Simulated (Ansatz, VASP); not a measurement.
## BaCu3: VASP beside Ansatz

The input INCAR:

```
SYSTEM = BaCu3
PREC = Accurate
ENCUT = 520
EDIFF = 1E-7
ISMEAR = 0
SIGMA = 0.05
LREAL = .FALSE.
LASPH = .TRUE.
NELM = 60
ALGO = Fast
ISIF = 2
LWAVE = .FALSE.
LCHARG = .FALSE.
GGA = PS
NBANDS = 30
```

File KPOINTS:

```
Automatic mesh
0
G
  8 8 8
  0 0 0
```

Contents of POSCAR:

```
BaCu3
1.0
    4.3089985341      0.0000000000      0.0000000000
    0.0000000000      4.3951785048      0.0000000000
    0.0000000000      0.0000000000      4.3089985341
Ba Cu
1 3
Direct
    0.0000000000      0.0000000000      0.0000000000
    0.0000000000      0.5000000000      0.5000000000
    0.5000000000      0.5000000000      0.0000000000
    0.5000000000      0.0000000000      0.5000000000
```

Input for Ansatz:

```yaml
crystal:
  lattice:
    - [4.3089985341, 0.0, 0.0]
    - [0.0, 4.3951785048, 0.0]
    - [0.0, 0.0, 4.3089985341]
  atoms:
    - { symbol: Ba, position: [0.0, 0.0, 0.0] }
    - { symbol: Cu, position: [0.0, 0.5, 0.5] }
    - { symbol: Cu, position: [0.5, 0.5, 0.0] }
    - { symbol: Cu, position: [0.5, 0.0, 0.5] }
basis:
  ecutwfc: 420
  ecutrho_ratio: 4
kpoints:
  mp_grid: { grid: [8, 8, 8] }
hamiltonian:
  xc: pbesol
scf:
  occupations: { method: gaussian, width: 0.05 }
output:
  forces: true
  stress: true
  eigenvalues: true
```

Change from the starting cell: strain e2 = +0.02, atoms carried along.

Alike in both runs: task single point; functional PBEsol; k mesh 8 × 8 × 8; occupations gaussian, width 0.05 eV; no spin polarisation.

|  | VASP | Ansatz |
| --- | --- | --- |
| version | VASP 6.6.1 | Ansatz 0.2.0 |
| potentials or method | VASP PAW PBE potentials, release 64 (Ba_sv, Cu), cutoff 520 eV | scalar-relativistic, plane waves, PAW |
| valence electrons in the cell | 43 | 67 |

Ansatz gave:

- gap on the k mesh at the Fermi level (eV): none
- pressure (GPa): -0.8
- traceless stress, the component that is largest in VASP (GPa): -0.06

**Question.** What did VASP give for the same quantities?

**Answer.** gap on the k mesh at the Fermi level (eV): none; pressure (GPa): 0.3; traceless stress, the component that is largest in VASP (GPa): -0.08.

VASP's potentials were made for PBE, not for PBEsol. A gap of «none» marks a metal or a gap that the smearing closes. VASP's potentials hold 43 valence electrons a cell and Ansatz's 67, so a difference there can come from the potentials and not from the codes.

Neither program's run includes spin-orbit coupling.
